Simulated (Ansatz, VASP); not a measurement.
One calculation of InGa2O, two programs

The input INCAR:

```
PREC = Accurate
ENCUT = 520
EDIFF = 1E-6
ISMEAR = 0
SIGMA = 0.1
LREAL = F
LASPH = T
NELM = 80
ALGO = Normal
ISIF = 2
LWAVE = F
LCHARG = T
GGA = PE
LELF = T
LVHAR = T
NBANDS = 30
```

KPOINTS

```
Automatic mesh
0
Gamma
  4 4 4
```

File POSCAR:

```
InGa2O
1.0
    3.8060313100      0.0000000000      0.0000000000
    0.0000000000      3.8060313100      0.0000000000
    0.0000000000      0.0000000000      5.4573009700
In Ga O
1 2 1
Direct
    0.5000000000      0.5000000000      0.5000000000
    0.0000000000      0.5000000000      0.2462099900
    0.5000000000      0.0000000000      0.7537900100
    0.0000000000      0.0000000000      0.0000000000
```

Input for Ansatz:

```yaml
crystal:
  lattice:
    - [3.80603131, 0.0, 0.0]
    - [0.0, 3.80603131, 0.0]
    - [0.0, 0.0, 5.45730097]
  atoms:
    - { symbol: In, position: [0.5, 0.5, 0.5] }
    - { symbol: Ga, position: [0.0, 0.5, 0.24620999] }
    - { symbol: Ga, position: [0.5, 0.0, 0.75379001] }
    - { symbol: O, position: [0.0, 0.0, 0.0] }
basis:
  ecutwfc: 420
kpoints:
  mp_grid: { grid: [4, 4, 4] }
hamiltonian:
  xc: pbe
scf:
  occupations: { method: gaussian, width: 0.1 }
  lower_state_search: "off"
output:
  forces: true
  stress: true
  eigenvalues: true
```

Change from the starting cell: species swapped into the ZnGeP2 type (P-4m2, No. 115).

Alike in both runs: task single point; functional PBE; k mesh 4 × 4 × 4; occupations gaussian, width 0.1 eV; no spin polarisation.

|  | VASP | Ansatz |
| --- | --- | --- |
| version | VASP 6.6.1 | Ansatz 0.2.0 |
| potentials or method | VASP PAW PBE potentials, release 64 (In_d, Ga_d, O), cutoff 520 eV | scalar-relativistic, plane waves, PAW |
| valence electrons in the cell | 45 | 45 |

```tsv
	VASP	Ansatz	Ansatz less VASP
gap on the k mesh at the Fermi level (eV)	none	none	-
pressure (GPa)	9.7	9.6	-0.14
traceless stress, the component that is largest in VASP (GPa)	0.68	0.66	-0.013
rms of the force components (eV/Å)	1.819	1.816	-0.0031
```

Atom by atom the forces differ by 0.003 eV/Å (rms over components). A gap of «none» marks a metal or a gap that the smearing closes.

The k mesh is coarse, so the values compare programs but aren't converged.
